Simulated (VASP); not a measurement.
# Rh (Fm-3m) in VASP: further runs

The runs below take Rh through single point, with PBE.

All numbers are computed with VASP 6.6.1; they aren't measurements. Logs are shortened: lines on timing, memory, paths and dates and some standing lists are left out, and cuts for length are marked.

## (1) The cell of the first run

Symmetry: Fm-3m, No. 225, cubic system. Conventional cell: a = 3.637 Å, b = 3.637 Å, c = 3.637 Å, α = 90.00°, β = 90.00°, γ = 90.00°. Rh (site symmetry m-3m) has 12 Rh at 2.57 Å within 3.4 Å.

## (2) Single point, PBE

Input file INCAR:

```
SYSTEM = Rh
ALGO = Normal
EDIFF = 1E-6
ENCUT = 500
GGA = PE
GGA_COMPAT = .False.
ISIF = 2
ISMEAR = -1
LASPH = .True.
LCHARG = .True.
LELF = .True.
LREAL = .False.
LVHAR = .True.
LWAVE = .False.
NBANDS = 14
NELM = 120
PREC = Accurate
SIGMA = 0.1
```

Input file KPOINTS:

```
k-points
0
Gamma
  13 13 13
  0 0 0
```

Input file POSCAR:

```
Rh
1.0
    0.0000000000      1.8186792351      1.8186792351
    1.8186792351      0.0000000000      1.8186792351
    1.8186792351      1.8186792351      0.0000000000
Rh
1
Direct
    0.0000000000      0.0000000000      0.0000000000
```

Potentials or basis: VASP PAW PBE potentials, release 64 (Rh_pv).

Launch:

```bash
$ cat potpaw_PBE.64/Rh_pv/POTCAR > POTCAR
$ mpirun -np 1 vasp_std > vasp.out
```

OUTCAR:

```text
SYSTEM = Rh
   EDIFF = 1E-6
   ENCUT = 500
   GGA = PE
   ISIF = 2
   ISMEAR = -1
   LASPH = .True.
   LREAL = .False.
   NELM = 120
   PREC = Accurate

 ion  position               nearest neighbor table
   1  0.000  0.000  0.000-

  LATTYP: Found a face centered cubic cell.
 ALAT       =     3.6373584702

  Lattice vectors:

 A1 = (   0.0000000000,   1.8186792351,   1.8186792351)
 A2 = (   1.8186792351,   0.0000000000,   1.8186792351)
 A3 = (   1.8186792351,   1.8186792351,   0.0000000000)

Analysis of symmetry for initial positions (statically):
=====================================================================
 Subroutine PRICEL returns:
 Original cell was already a primitive cell.

 Routine SETGRP: Setting up the symmetry group for a
 face centered cubic supercell.

 Subroutine GETGRP returns: Found 48 space group operations
 (whereof 48 operations were pure point group operations)
 out of a pool of 48 trial point group operations.

The static configuration has the point symmetry O_h .

Analysis of symmetry for dynamics (positions and initial velocities):
=====================================================================
 Subroutine PRICEL returns:
 Original cell was already a primitive cell.

 Routine SETGRP: Setting up the symmetry group for a
 face centered cubic supercell.

 Subroutine GETGRP returns: Found 48 space group operations
 (whereof 48 operations were pure point group operations)
 out of a pool of 48 trial point group operations.

The dynamic configuration has the point symmetry O_h .

 Subroutine INISYM returns: Found 48 space group operations
 (whereof 48 operations are pure point group operations),
 and found     1 'primitive' translations

----------------------------------------------------------------------------------------

                                     Primitive cell

  volume of cell :      12.0309

  direct lattice vectors                    reciprocal lattice vectors
     0.000000000  1.818679235  1.818679235    -0.274924786  0.274924786  0.274924786
     1.818679235  0.000000000  1.818679235     0.274924786 -0.274924786  0.274924786
     1.818679235  1.818679235  0.000000000     0.274924786  0.274924786 -0.274924786

  length of vectors
     2.572000840  2.572000840  2.572000840     0.476183698  0.476183698  0.476183698

  position of ions in fractional coordinates (direct lattice)
     0.000000000  0.000000000  0.000000000

  ion indices of the primitive-cell ions
   primitive index   ion index
                 1           1

----------------------------------------------------------------------------------------

 KPOINTS: k-points

Automatic generation of k-mesh.
 Grid dimensions read from file:
 generate k-points for:   13   13   13

 Generating k-lattice:

  Cartesian coordinates                     Fractional coordinates (reciprocal lattice)
    -0.021148060  0.021148060  0.021148060     0.076923077  0.000000000  0.000000000
     0.021148060 -0.021148060  0.021148060     0.000000000  0.076923077  0.000000000
     0.021148060  0.021148060 -0.021148060     0.000000000  0.000000000  0.076923077

  Length of vectors
     0.036629515  0.036629515  0.036629515

  Shift w.r.t. Gamma in fractional coordinates (k-lattice)
     0.000000000  0.000000000  0.000000000

 Subroutine IBZKPT returns following result:
 ===========================================

 Found     84 irreducible k-points:

 Following reciprocal coordinates:
            Coordinates               Weight
  0.000000  0.000000  0.000000      1.000000
  0.076923  0.000000  0.000000      8.000000
  0.153846  0.000000  0.000000      8.000000
  0.230769  0.000000  0.000000      8.000000
  0.307692  0.000000  0.000000      8.000000
  0.384615  0.000000  0.000000      8.000000
[... 16 lines left out ...]
  0.384615  0.153846  0.000000     24.000000
  0.461538  0.153846  0.000000     24.000000
 [... further k-points ...]
   k-points           NKPTS =     84   k-points in BZ     NKDIM =     84   number of bands    NBANDS=     14
   number of dos      NEDOS =    301   number of ions     NIONS =      1
   total plane-waves  NPLWV =   8000
   dimension x,y,z NGX =    20 NGY =   20 NGZ =   20
   dimension x,y,z NGXF=    40 NGYF=   40 NGZF=   40
   ions per type =               1
   NGX,Y,Z   is equivalent  to a cutoff of  12.93, 12.93, 12.93 a.u.
   NGXF,Y,Z  is equivalent  to a cutoff of  25.85, 25.85, 25.85 a.u.
 SYSTEM =  Rh
   PREC   = accura    normal or accurate (medium, high low for compatibility)
   ISTART =      0    job   : 0-new  1-cont  2-samecut
   ICHARG =      2    charge: 1-file 2-atom 10-const
   ISPIN  =      1    spin polarized calculation?
   LNONCOLLINEAR =      F non collinear calculations
   LSORBIT =      F    spin-orbit coupling
   LASPH  =      T    aspherical Exc in radial PAW
   ENCUT  =  500.0 eV  36.75 Ry    6.06 a.u.   4.69  4.69  4.69*2*pi/ulx,y,z
   NELM   =    120;   NELMIN=  2; NELMDL= -5     # of ELM steps
   EDIFF  = 0.1E-05   stopping-criterion for ELM
   LREAL  =      F    real-space projection
   EDIFFG = 0.1E-04   stopping-criterion for IOM
   NSW    =      0    number of steps for IOM
   IBRION =     -1    ionic relax: 0-MD 1-quasi-New 2-CG
   NFREE  =      0    steps in history (QN), initial steepest desc. (CG)
   ISIF   =      2    stress and relaxation
   ISYM   =      2    0-nonsym 1-usesym 2-fastsym
   POTIM  = 0.5000    time-step for ionic-motion
   TEBEG  =    0.0;   TEEND  =   0.0 temperature during run
   PSTRESS=    0.0 pullay stress
   NELECT =      15.0000    total number of electrons
   NUPDOWN=      -1.0000    fix difference up-down
   EMIN   =  10.00;   EMAX   =-10.00  energy-range for DOS
   EFERMI =   0.00;   METHOD = LEGACY
   ISMEAR =    -1;   SIGMA  =   0.10  broadening in eV -4-tet -1-fermi 0-gaus
   EFERMI_NEDOS =   21; number of points for ismear=-14 and -15
   IALGO  =     38    algorithm
   IMIX   =      4    mixing-type and parameters
     AMIX     =   0.40;   BMIX     =  1.00
     AMIX_MAG =   1.60;   BMIX_MAG =  1.00
  volume/ion in A,a.u.               =      12.03        81.19
  Fermi-wavevector in a.u.,A,eV,Ry     =   1.762000  3.329696 42.241228  3.104643
  Thomas-Fermi vector in A             =   2.830459
   LORBIT       =      0    0 simple, 1 ext, 2 COOP (PROOUT), +10 PAW based schemes
   GGA     = PE    functional components
   LHFCALC =     F    Hartree Fock is set to
   AEXX    =    0.0000 exact exchange contribution
   IVDW    =     0    specifies the selected vdW correction
   LEPSILON=     F    determine dielectric tensor
   LRPA    =     F    only Hartree local field effects (RPA)
 non-spin polarized calculation
  energy-cutoff  :      500.00
  volume of cell :       12.03
 maximum number of plane-waves:       322
   NGX =  9   NGY =  9   NGZ =  9

 number of electron      15.0000005 magnetization

 Free energy of the ion-electron system (eV)
  ---------------------------------------------------
  ext. energy  EPLUGINS =         0.00000000
  ---------------------------------------------------
  free energy    TOTEN  =        -6.95825044 eV

  energy without entropy =       -6.92081750  energy(sigma->0) =       -6.93953397

 E-fermi :  14.5333     XC(G=0): -14.9099

 val. band max:       14.5037489056   @ k =  -0.1538   0.1538   0.0000
 cond. band min:      14.5463415247   @ k =  -0.3846   0.1538   0.0000
 fundamental gap:      0.0425926191
 Fermi energy:        14.5333242424

 k-point     1 :       0.0000    0.0000    0.0000
  band No.  band energies     occupation
      1     -32.0782      2.00000
      2     -32.0782      2.00000
      3     -32.0782      2.00000
      4       5.5654      2.00000
      5      10.7507      2.00000
      6      10.7507      2.00000
      7      10.7507      2.00000
      8      13.3260      1.99999
      9      13.3260      1.99999
     10      30.3295      0.00000
     11      34.6842      0.00000
     12      36.5788      0.00000
     13      36.5788      0.00000
     14      36.5788      0.00000

 k-point     2 :       0.0769    0.0000    0.0000
  band No.  band energies     occupation
      1     -32.1475      2.00000
      2     -32.0872      2.00000
      3     -32.0872      2.00000
      4       5.8355      2.00000
      5      10.6217      2.00000
      6      10.8608      2.00000
      7      10.8608      2.00000
      8      13.2597      1.99999
      9      13.2597      1.99999
     10      30.7659      0.00000
     11      34.6820      0.00000
     12      35.3265      0.00000
     13      37.0111      0.00000
     14      37.0111      0.00000

 k-point     3 :       0.1538    0.0000    0.0000
  band No.  band energies     occupation
      1     -32.3371      2.00000
      2     -32.1121      2.00000
      3     -32.1121      2.00000
      4       6.5530      2.00000
      5      10.3778      2.00000
      6      11.1019      2.00000
      7      11.1019      2.00000
      8      13.1741      2.00000
      9      13.1741      2.00000
     10      31.8286      0.00000
     11      33.1358      0.00000
     12      34.6856      0.00000
     13      38.2394      0.00000
     14      38.2394      0.00000

 k-point     4 :       0.2308    0.0000    0.0000
  band No.  band energies     occupation
      1     -32.5993      2.00000
      2     -32.1470      2.00000
      3     -32.1470      2.00000
      4       7.3180      2.00000
      5      10.5075      2.00000
      6      11.2030      2.00000
      7      11.2030      2.00000
      8      13.3797      1.99998
      9      13.3797      1.99998
     10      30.9372      0.00000
     11      32.6970      0.00000
     12      34.6852      0.00000
     13      40.0564      0.00000
     14      40.0564      0.00000

 k-point     5 :       0.3077    0.0000    0.0000
  band No.  band energies     occupation
      1     -32.8712      2.00000
      2     -32.1838      2.00000
      3     -32.1838      2.00000
      4       7.5302      2.00000
      5      11.0389      2.00000
      6      11.0389      2.00000
      7      11.6326      2.00000
      8      13.9939      1.99096
      9      13.9939      1.99096
     10      28.8536      0.00000
     11      32.0603      0.00000
[... 276 lines left out ...]
 k-point    22 :       0.3077    0.1538    0.0000
  band No.  band energies     occupation
      1     -32.7215      2.00000
      2     -32.2547      2.00000
      3     -32.2487      2.00000
      4       8.1007      2.00000
      5       9.5238      2.00000
      6      11.0514      2.00000
      7      11.9423      2.00000
      8      13.8120      1.99853
      9      14.3954      1.59779
     10      31.0508      0.00000
     11      33.7299      0.00000
     12      34.6849      0.00000
     13      36.4679      0.00000
     14      37.5534      0.00000

 k-point    23 :       0.3846    0.1538    0.0000
  band No.  band energies     occupation
      1     -32.9335      2.00000
      2     -32.3046      2.00000
      3     -32.2834      2.00000
      4       8.0647      2.00000
      5      10.1117      2.00000
      6      10.8438      2.00000
      7      11.7650      2.00000
      8      14.9839      0.02185
      9      15.5285      0.00010
     10      28.5546      0.00000
     11      32.5587      0.00000
     12      34.6853      0.00000
     13      35.8950      0.00000
     14      37.6922      0.00000

 k-point    24 :       0.4615    0.1538    0.0000
  band No.  band energies     occupation
      1     -33.0859      2.00000
      2     -32.3609      2.00000
      3     -32.2936      2.00000
      4       7.9320      2.00000
      5      10.0443      2.00000
      6      11.5306      2.00000
      7      11.5886      2.00000
      8      15.3322      0.00068
      9      17.4907      0.00000
     10      25.9648      0.00000
     11      31.5876      0.00000
     12      34.6847      0.00000
     13      35.5516      0.00000
     14      36.5907      0.00000

 [... further k-points ...]
[... 5 lines left out ...]
  --------------------------------------------------------------------------------------
  -------------------------------------------------------------------------------------
  Total        4.4881240      4.4881240      4.4881240      0.0000000     -0.0000000      0.0000000
  in kB      597.6915394    597.6915394    597.6915394      0.0000000     -0.0000000      0.0000000
  external PRESSURE =     597.6915394 kB  Pullay stress =       0.0000000 kB

 VOLUME and BASIS-vectors are now :
 -----------------------------------------------------------------------------
  energy-cutoff  :      500.00
  volume of cell :       12.03
      direct lattice vectors                 reciprocal lattice vectors
     0.000000000  1.818679235  1.818679235    -0.274924786  0.274924786  0.274924786
     1.818679235  0.000000000  1.818679235     0.274924786 -0.274924786  0.274924786
     1.818679235  1.818679235  0.000000000     0.274924786  0.274924786 -0.274924786

 POSITION                                       TOTAL-FORCE (eV/Angst)
 -----------------------------------------------------------------------------------
      0.00000      0.00000      0.00000         0.000000     -0.000000      0.000000
 -----------------------------------------------------------------------------------
    total drift:                                0.000000     -0.000000      0.000000

  FREE ENERGIE OF THE ION-ELECTRON SYSTEM (eV)
  ---------------------------------------------------
  free  energy   TOTEN  =        -6.9582504448 eV

  energy  without entropy=       -6.9208175012  energy(sigma->0) =       -6.93953397
```

Run time: 20 s. Hardware: 1 thread of Intel Xeon 8259CL, shared host; peak memory 0.13 GiB.

What came out:

- Free energy: -6.9583 eV
- Pressure: 59.8 GPa

## (3) Single point, PBE

This run uses another cell than the first one, of 12.58 Å³/atom, 1.045 times its volume.

Input file INCAR:

```
SYSTEM = Rh
  PREC = Accurate
  ENCUT = 500
  EDIFF = 1E-6
  ISMEAR = -1
  SIGMA = 0.1
  LREAL = .FALSE.
  LASPH = .TRUE.
  NELM = 120
  ALGO = Normal
  ISIF = 2
  LWAVE = .FALSE.
  LCHARG = .FALSE.
  GGA = PE
  NBANDS = 14
  GGA_COMPAT = .FALSE.
```

Input file KPOINTS:

```
regular mesh
0
G
  13 13 13
  0 0 0
```

Input file POSCAR:

```
Rh
1.0
    0.0000000000      1.8458277038      1.8458277038
    1.8458277038      0.0000000000      1.8458277038
    1.8458277038      1.8458277038      0.0000000000
Rh
1
Direct
    0.0000000000      0.0000000000      0.0000000000
```

Potentials or basis: VASP PAW PBE potentials, release 64 (Rh_pv).

Launch:

```bash
$ cat potpaw_PBE.64/Rh_pv/POTCAR > POTCAR
$ mpirun -np 1 vasp_std > vasp.out
```

Run time: 18 s. Hardware: 1 thread of Intel Xeon 8259CL, shared host; peak memory 0.13 GiB.

The run converged. Its results:

```
Free energy : -7.1243 eV
Pressure    : 38.4 GPa
```

Levels at points of the mesh, in eV from the Fermi level:
```tsv
k point	band 3	band 4	band 5	band 6	band 7	band 8	band 9	band 10	band 11	band 12
(0.00, 0.00, 0.00)	-46.53	-8.63	-3.53	-3.53	-3.53	-1.13	-1.13	15.89	20.28	21.87
```

## (4) Single point, PBE

This run uses another cell than the first one, of 13.12 Å³/atom, 1.091 times its volume.

Input file INCAR:

```
SYSTEM = Rh
PREC = Accurate ; ENCUT = 500
EDIFF = 1E-6 ; ISMEAR = -1
SIGMA = 0.1 ; LREAL = .FALSE.
LASPH = .TRUE. ; NELM = 120
ALGO = Normal ; ISIF = 2
LWAVE = .FALSE. ; LCHARG = .FALSE.
GGA = PE ; NBANDS = 14
GGA_COMPAT = .FALSE.
```

Input file KPOINTS:

```
Automatic mesh
0
G
  13 13 13
  0 0 0
```

Input file POSCAR:

```
Rh
1.0
    0.0000000000      1.8722002341      1.8722002341
    1.8722002341      0.0000000000      1.8722002341
    1.8722002341      1.8722002341      0.0000000000
Rh
1
Direct
    0.0000000000      0.0000000000      0.0000000000
```

Launch:

```bash
$ cat potpaw_PBE.64/Rh_pv/POTCAR > POTCAR
$ mpirun -np 1 vasp_std > vasp.out
```

Wall time 20 s (1 thread of Intel Xeon 8259CL, shared host); peak memory 0.13 GiB.

It converged, with:

| Quantity | Value |
| --- | --- |
| Free energy | -7.2249 eV |
| Pressure | 21.4 GPa |

Levels at points of the mesh, in eV from the Fermi level:
| k point | band 5 | band 6 | band 7 | band 8 | band 9 | band 10 |
| --- | --- | --- | --- | --- | --- | --- |
| (0.00, 0.00, 0.00) | -3.30 | -3.30 | -3.30 | -1.06 | -1.06 | 15.95 |

## (5) The runs side by side

| cell | gap on the mesh (eV) | pressure (GPa) |
| --- | --- | --- |
| a = 2.572 Å, angles 60.0°, 1 atom | none | 59.8 |
| a = 2.610 Å, angles 60.0°, 1 atom | none | 38.4 |
| a = 2.648 Å, angles 60.0°, 1 atom | none | 21.4 |

Alike in all rows: task single point; level PBE; potentials or basis VASP PAW PBE potentials, release 64 (Rh_pv); no spin polarisation; k mesh 13 × 13 × 13; cutoff (eV) 500; smearing fermi-dirac 0.1 eV.

Absolute energies hang on the potentials; compare differences alone.
